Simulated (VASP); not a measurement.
A run of VASP 6.6.1 is set up as follows.

Contents of INCAR:

```
SYSTEM = ScBe
  ALGO = Normal
  EDIFF = 1E-7
  ENCUT = 520
  GGA = PE
  ISIF = 2
  ISMEAR = 0
  LASPH = .TRUE.
  LCHARG = .FALSE.
  LREAL = .FALSE.
  LWAVE = .FALSE.
  NBANDS = 21
  NELM = 100
  PREC = Accurate
  SIGMA = 0.1
```

Contents of KPOINTS:

```
k-points
0
G
  6 6 6
  0 0 0
```

File POSCAR:

```
ScBe
1.0
    1.6503769075     -5.1587194597      0.0000000000
    1.6503769075      5.1587194597      0.0000000000
    0.0000000000      0.0000000000      3.8969573447
Sc Be
2 2
Direct
    0.8505696018      0.1494303982      0.7500000000
    0.1494303982      0.8505696018      0.2500000000
    0.5570963588      0.4429036412      0.7500000000
    0.4429036412      0.5570963588      0.2500000000
```

Potentials or basis: VASP PAW PBE potentials, release 64 (Sc_sv, Be).

The run is started by

```sh
$ cat potpaw_PBE.64/Sc_sv/POTCAR potpaw_PBE.64/Be/POTCAR > POTCAR
$ mpirun -np 1 vasp_std > vasp.out
```

Task: Estimate the band gap on the k mesh.

Result: Zero (band 13 reaches 4.87 eV, above the bottom of band 14 at 3.26 eV).

Task: What does it give for the largest force?

Result: 0.027 eV/Å.

Task: Predict the pressure.

Result: 0.1 GPa.

Forces in eV/Å, atoms in the order of the input:
```
Sc   0.000 -0.016  0.000
Sc   0.000  0.016  0.000
Be   0.000 -0.027  0.000
Be   0.000  0.027  0.000
```
